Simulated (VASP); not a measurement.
Crystal: Hf3Ta2F.

```
Hf Ta F
1.0
     4.85073    0.00000    0.00000
    -2.42536    4.20085    0.00000
     0.00000    0.00000    5.73288
Hf Ta F
3 2 1
Direct
  0.00000 0.00000 0.00000
  0.33333 0.66667 0.50000
  0.33333 0.66667 0.00000
  0.66667 0.33333 0.76539
  0.66667 0.33333 0.23461
  0.00000 0.00000 0.50000
```

The cell was built from a structure type or drawn by symmetry, and may not be a known phase.

| Item | Value |
| --- | --- |
| Program | VASP 6.6.1 |
| Task | relaxation of cell and atoms |
| Functional | PBE |
| Potentials or basis | VASP PAW PBE potentials, release 64 (Hf_pv, Ta_pv, F) |
| Cutoff | 600 eV |
| k mesh | 6 × 6 × 4 |
| Occupations | gaussian, width 0.1 eV |
| Spin | no spin polarisation |

At the start: pressure -0.5 GPa; volume 19.47 Å³/atom.

Q: Where does the relaxation end?

A: Over 6 steps the energy falls by 9.3 meV/atom and the volume is 19.38 Å³/atom (-0.5 %); space group P-6m2 (No. 187, to 0.1 Å) before and after.

Step by step:
```csv
step,energy change (eV),largest force (eV/Å),pressure (GPa),volume (Å³)
1,0.0000,0.0049,-0.54,116.82
2,-0.0319,0.1976,0.66,115.70
3,-0.0378,0.3171,1.43,115.01
4,-0.0543,0.1266,-0.23,116.48
5,-0.0545,0.1084,-0.38,116.61
6,-0.0558,0.0394,-0.11,116.27
```

Final structure:
```cif
data_structure
_symmetry_space_group_name_H-M 'P 1'
_symmetry_Int_Tables_number 1
_cell_length_a 4.9403
_cell_length_b 4.9403
_cell_length_c 5.5011
_cell_angle_alpha 90.000
_cell_angle_beta 90.000
_cell_angle_gamma 120.000
_cell_volume 116.27
loop_
_atom_site_label
_atom_site_type_symbol
_atom_site_fract_x
_atom_site_fract_y
_atom_site_fract_z
_atom_site_occupancy
Hf1 Hf 0.00000 0.00000 0.00000 1
Hf2 Hf 0.33333 0.66667 0.50000 1
Hf3 Hf 0.33333 0.66667 0.00000 1
Ta1 Ta 0.66667 0.33333 0.76203 1
Ta2 Ta 0.66667 0.33333 0.23797 1
F1 F 0.00000 0.00000 0.50000 1
```

Caveat: an odd number of electrons without spin polarisation forces a metal; a magnetic or distorted state may lie lower.
